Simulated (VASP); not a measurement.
# RbH3 (Amm2) in VASP: a series of runs, part 2 of 2

VASP 6.6.1. Earlier steps stand in the parts before.

## Step 3: Relaxation of cell and atoms, PBE

INCAR

```
SYSTEM = RbH3
ALGO     = Normal         ! electronic algorithm
EDIFF    = 1E-7           ! SCF threshold, eV
EDIFFG   = -0.04          ! ionic threshold
ENCUT    = 600            ! plane-wave cutoff, eV
GGA      = PE             ! functional
IBRION   = 2              ! ionic algorithm
ISIF     = 3              ! what is computed and relaxed
ISMEAR   = 0              ! smearing method
LASPH    = .True.         ! aspherical terms in the spheres
LCHARG   = .False.        ! write CHGCAR
LREAL    = .False.        ! projectors in reciprocal space
LWAVE    = .False.        ! write WAVECAR
NELM     = 80             ! most SCF steps
NSW      = 90             ! ionic steps
PREC     = Accurate       ! precision mode
SIGMA    = 0.1            ! smearing width, eV
```

KPOINTS

```
k-points
0
Gamma
  2 6 6
  0 0 0
```

POSCAR

```
RbH3
1.0
    9.0498491600      0.0000000000      0.0000000000
    0.0000000000      2.2354114800      1.6274211600
    0.0000000000     -2.2354114800      1.6274211600
Rb H
1 3
Direct
    0.0000000000      0.9139817500      0.9139817500
    0.7526067800      0.6103886600      0.6103886600
    0.5000000000      0.8652409400      0.8652409400
    0.2473932200      0.6103886600      0.6103886600
```

Potentials or basis: VASP PAW PBE potentials, release 64 (Rb_sv, H).

Command:

```sh
$ cat potpaw_PBE.64/Rb_sv/POTCAR potpaw_PBE.64/H/POTCAR > POTCAR
$ mpirun -np 1 vasp_std > vasp.out
```

OUTCAR:

```text
SYSTEM = RbH3
   EDIFF = 1E-7
   EDIFFG = -0.04
   ENCUT = 600
   GGA = PE
   IBRION = 2
   ISIF = 3
   ISMEAR = 0
   LASPH = .True.
   LREAL = .False.
   NELM = 80
   NSW = 90
   PREC = Accurate

 ion  position               nearest neighbor table
   1  0.000  0.914  0.914-   2 2.45   4 2.45   2 3.19   4 3.19   2 3.23   4 3.23   2 3.23   4 3.23

   2  0.753  0.610  0.610-   1 2.45   1 3.19   1 3.23   1 3.23
   3  0.500  0.865  0.865-
   4  0.247  0.610  0.610-   1 2.45   1 3.19   1 3.23   1 3.23

  LATTYP: Found a base centered orthorhombic cell.
 ALAT       =     3.2548423200
 B/A-ratio  =     1.3735912589
 C/A-ratio  =     2.7804262911

  Lattice vectors:

 A1 = (   0.0000000000,   2.2354114800,   1.6274211600)
 A2 = (   0.0000000000,  -2.2354114800,   1.6274211600)
 A3 = (   9.0498491600,   0.0000000000,   0.0000000000)

Analysis of symmetry for initial positions (statically):
=====================================================================
 Subroutine PRICEL returns:
 Original cell was already a primitive cell.

 Routine SETGRP: Setting up the symmetry group for a
 base centered orthorhombic supercell.

 Subroutine GETGRP returns: Found  4 space group operations
 (whereof  4 operations were pure point group operations)
 out of a pool of  8 trial point group operations.

The static configuration has the point symmetry C_2v.

Analysis of symmetry for dynamics (positions and initial velocities):
=====================================================================
 Subroutine PRICEL returns:
 Original cell was already a primitive cell.

 Routine SETGRP: Setting up the symmetry group for a
 base centered orthorhombic supercell.

 Subroutine GETGRP returns: Found  4 space group operations
 (whereof  4 operations were pure point group operations)
 out of a pool of  8 trial point group operations.

The dynamic configuration has the point symmetry C_2v.

 Subroutine INISYM returns: Found  4 space group operations
 (whereof  4 operations are pure point group operations),
 and found     1 'primitive' translations

----------------------------------------------------------------------------------------

                                     Primitive cell

  volume of cell :      65.8459

  direct lattice vectors                    reciprocal lattice vectors
     9.049849160  0.000000000  0.000000000     0.110499079  0.000000000  0.000000000
     0.000000000  2.235411480  1.627421160     0.000000000  0.223672467  0.307234545
     0.000000000 -2.235411480  1.627421160     0.000000000 -0.223672467  0.307234545

  length of vectors
     9.049849160  2.765061322  2.765061322     0.110499079  0.380029523  0.380029523

  position of ions in fractional coordinates (direct lattice)
     0.000000000  0.913981750  0.913981750
     0.752606780  0.610388660  0.610388660
     0.500000000  0.865240940  0.865240940
     0.247393220  0.610388660  0.610388660

  ion indices of the primitive-cell ions
   primitive index   ion index
                 1           1
                 2           2
                 3           3
                 4           4

----------------------------------------------------------------------------------------

 KPOINTS: k-points

Automatic generation of k-mesh.
 Grid dimensions read from file:
 generate k-points for:    2    6    6

[... 63 lines left out ...]
   EDIFF  = 0.1E-06   stopping-criterion for ELM
   LREAL  =      F    real-space projection
   EDIFFG = -.4E-01   stopping-criterion for IOM
   NSW    =     90    number of steps for IOM
   IBRION =      2    ionic relax: 0-MD 1-quasi-New 2-CG
   NFREE  =      1    steps in history (QN), initial steepest desc. (CG)
   ISIF   =      3    stress and relaxation
   ISYM   =      2    0-nonsym 1-usesym 2-fastsym
   POTIM  = 0.5000    time-step for ionic-motion
   TEBEG  =    0.0;   TEEND  =   0.0 temperature during run
   PSTRESS=    0.0 pullay stress
   NELECT =      12.0000    total number of electrons
   NUPDOWN=      -1.0000    fix difference up-down
   EMIN   =  10.00;   EMAX   =-10.00  energy-range for DOS
   EFERMI =   0.00;   METHOD = LEGACY
   ISMEAR =     0;   SIGMA  =   0.10  broadening in eV -4-tet -1-fermi 0-gaus
   EFERMI_NEDOS =   21; number of points for ismear=-14 and -15
   IALGO  =     38    algorithm
   IMIX   =      4    mixing-type and parameters
     AMIX     =   0.40;   BMIX     =  1.00
     AMIX_MAG =   1.60;   BMIX_MAG =  1.00
  volume/ion in A,a.u.               =      16.46       111.09
  Fermi-wavevector in a.u.,A,eV,Ry     =   0.928166  1.753979 11.721312  0.861492
  Thomas-Fermi vector in A             =   2.054314
   LORBIT       =      0    0 simple, 1 ext, 2 COOP (PROOUT), +10 PAW based schemes
   GGA     = PE    functional components
   LHFCALC =     F    Hartree Fock is set to
   AEXX    =    0.0000 exact exchange contribution
   IVDW    =     0    specifies the selected vdW correction
   LEPSILON=     F    determine dielectric tensor
   LRPA    =     F    only Hartree local field effects (RPA)
 conjugate gradient relaxation of ions
 non-spin polarized calculation
 Gauss-broadening in eV      SIGMA  =   0.10
  energy-cutoff  :      600.00
  volume of cell :       65.85
 maximum number of plane-waves:      2232
   NGX = 37   NGY = 11   NGZ = 11

--------------------------------------- Ionic step        1  -------------------------------------------

 number of electron      12.0000000 magnetization

 Free energy of the ion-electron system (eV)
  ---------------------------------------------------
  ext. energy  EPLUGINS =         0.00000000
  ---------------------------------------------------
  free energy    TOTEN  =        -3.70009426 eV

  energy without entropy =       -3.68543486  energy(sigma->0) =       -3.69276456

------------------------ aborting loop because EDIFF is reached ----------------------------------------

  FORCE on cell =-STRESS in cart. coord.  units (eV):
  Direction    XX          YY          ZZ          XY          YZ          ZX
  --------------------------------------------------------------------------------------
  -------------------------------------------------------------------------------------
  Total       -3.4671172      5.5178230      5.4646677      0.0000000      0.0000000      0.0000000
  in kB      -84.3626741    134.2609058    132.9675212      0.0000000      0.0000000      0.0000000
  external PRESSURE =      60.9552510 kB  Pullay stress =       0.0000000 kB
[... 95 lines left out ...]
  FREE ENERGIE OF THE ION-ELECTRON SYSTEM (eV)
  ---------------------------------------------------
  free  energy   TOTEN  =        -6.3675933574 eV

  energy  without entropy=       -6.3667733397  energy(sigma->0) =       -6.36718335

 E-fermi :  -0.1211     XC(G=0):  -6.6260

 val. band max:       -0.5590804293   @ k =   0.0000   0.5000   0.5000
 cond. band min:       0.9873377136   @ k =   0.0000   0.0000   0.0000
 fundamental gap:      1.5464181429
 Fermi energy:        -0.1210983476

 k-point     1 :       0.0000    0.0000    0.0000
  band No.  band energies     occupation
      1     -28.0669      2.00000
      2     -12.1611      2.00000
      3     -11.8605      2.00000
      4     -11.8362      2.00000
      5      -7.0836      2.00000
      6      -1.0944      2.00000
      7       0.9873      0.00000
      8       4.0460      0.00000
      9       4.0989      0.00000
     10       7.2145      0.00000
[... 287 lines left out ...]
 k-point    24 :       0.5000   -0.3333    0.3333
  band No.  band energies     occupation
      1     -27.9868      2.00000
      2     -12.4298      2.00000
      3     -12.1312      2.00000
      4     -12.0568      2.00000
      5      -6.4111      2.00000
      6      -1.9443      2.00000
      7       3.0447      0.00000
      8       4.3006      0.00000
      9       4.3995      0.00000
     10       5.7837      0.00000

 [... further k-points ...]

[... ionic steps 4 to 29 ...]

--------------------------------------- Ionic step       30  -------------------------------------------

 number of electron      11.9999998 magnetization

------------------------ aborting loop because EDIFF is reached ----------------------------------------
[... 71 lines left out ...]
--------------------------------------- Ionic step       32  -------------------------------------------

 number of electron      11.9999997 magnetization

 Free energy of the ion-electron system (eV)
  ---------------------------------------------------
  ext. energy  EPLUGINS =         0.00000000
  ---------------------------------------------------
  free energy    TOTEN  =       -10.68072131 eV

  energy without entropy =      -10.68072131  energy(sigma->0) =      -10.68072131

 E-fermi :   0.1779     XC(G=0):  -6.9313

 val. band max:       -0.2775274132   @ k =   0.0000   0.5000   0.5000
 cond. band min:       1.4377781539   @ k =   0.0000   0.0000   0.0000
 fundamental gap:      1.7153055671
 Fermi energy:         0.1779108858

 k-point     1 :       0.0000    0.0000    0.0000
  band No.  band energies     occupation
      1     -27.7753      2.00000
      2     -11.8887      2.00000
      3     -11.4570      2.00000
      4     -11.4516      2.00000
      5      -7.0416      2.00000
      6      -0.8215      2.00000
      7       1.4378      0.00000
      8       4.0485      0.00000
      9       4.2839      0.00000
     10       7.8010      0.00000
[... 330 lines left out ...]
  FREE ENERGIE OF THE ION-ELECTRON SYSTEM (eV)
  ---------------------------------------------------
  free  energy   TOTEN  =       -10.6807213127 eV

  energy  without entropy=      -10.6807213127  energy(sigma->0) =      -10.68072131

 reached required accuracy - stopping structural energy minimisation
```

It took 3.9 min on 1 thread of Intel Xeon Platinum 8488C (Sapphire Rapids), shared host; peak memory 0.21 GiB.

What came out:

```yaml
Free_energy: -10.6807 eV
Relaxed_volume: 16.84 Å³/atom
Relaxed_cell: a = 5.137 Å, b = 3.625 Å, c = 3.625 Å, α = 93.90°, β = 90.00°, γ = 90.00°
Space_group_after_relaxing_to_0.1_Å: Cmmm (No. 65)
Energy_gained_by_relaxing: 1745.2 meV/atom
Ionic_steps: 32
Pressure_after_relaxing: 0.0 GPa
Largest_force_after_relaxing: 0.027 eV/Å
Band_gap_on_the_k_mesh: 1.72 eV (least direct gap 2.26 eV)
```

Forces on the atoms (eV/Å):
```
Rb   0.000  0.000 -0.027
H    0.017  0.000  0.011
H    0.000  0.000  0.006
H   -0.017  0.000  0.011
```

Step by step:
```tsv
step	energy change (eV)	largest force (eV/Å)	pressure (GPa)	volume (Å³)
1	0.0000	0.9441	6.10	65.85
2	-0.8600	0.9779	2.49	71.73
3	-2.6675	1.3404	-1.45	87.73
4	-3.5089	1.7993	-3.04	105.86
5	-3.6596	2.3757	-2.80	102.60
6	-3.4474	1.8969	-2.54	97.19
7	-3.6176	2.1685	-2.75	100.54
8	-4.8428	2.9706	-2.67	96.51
9	-5.3534	2.3320	2.38	85.27
10	-5.6616	2.9070	-1.47	91.79
11	-5.7777	2.2768	0.11	88.73
12	-6.1791	1.7217	1.80	87.21
13	-6.1858	1.5984	1.66	87.42
14	-6.5074	1.1734	-1.47	90.74
15	-6.5609	0.6400	-0.79	89.85
16	-6.6719	0.5183	-0.84	88.08
17	-6.8406	0.2441	-0.73	83.11
18	-6.8610	0.2313	-0.59	80.74
19	-6.8793	0.3002	0.06	78.19
20	-6.8794	0.2644	0.01	78.38
21	-6.8991	0.1911	-0.10	76.94
22	-6.9186	0.2850	-0.28	74.32
23	-6.9204	0.3772	-0.34	73.32
24	-6.9378	0.3457	-0.27	71.64
25	-6.9693	0.2485	0.24	66.42
26	-6.9692	0.2233	0.47	65.03
27	-6.9698	0.2328	0.38	65.55
28	-6.9777	0.0939	0.13	66.52
29	-6.9794	0.0462	-0.04	67.22
30	-6.9800	0.0609	0.05	67.25
31	-6.9800	0.0497	0.04	67.25
32	-6.9806	0.0272	-0.02	67.36
```

Final structure:
```yaml
crystal:
  lattice:
    - [5.13723, 0.00000, 0.00000]
    - [0.00000, 2.64924, 2.47460]
    - [0.00000, -2.64924, 2.47460]
  atoms:
    - { symbol: Rb, position: [0.00000, 0.12926, 0.12926] }
    - { symbol: H, position: [0.70445, 0.62365, 0.62365] }
    - { symbol: H, position: [0.50000, 0.62344, 0.62344] }
    - { symbol: H, position: [0.29555, 0.62365, 0.62365] }
```

Caveat: a cell axis changed by over 15 % at a fixed basis, so the end point is rough.

The gap in the log of VASP goes by the Fermi energy; the results here count the filled bands.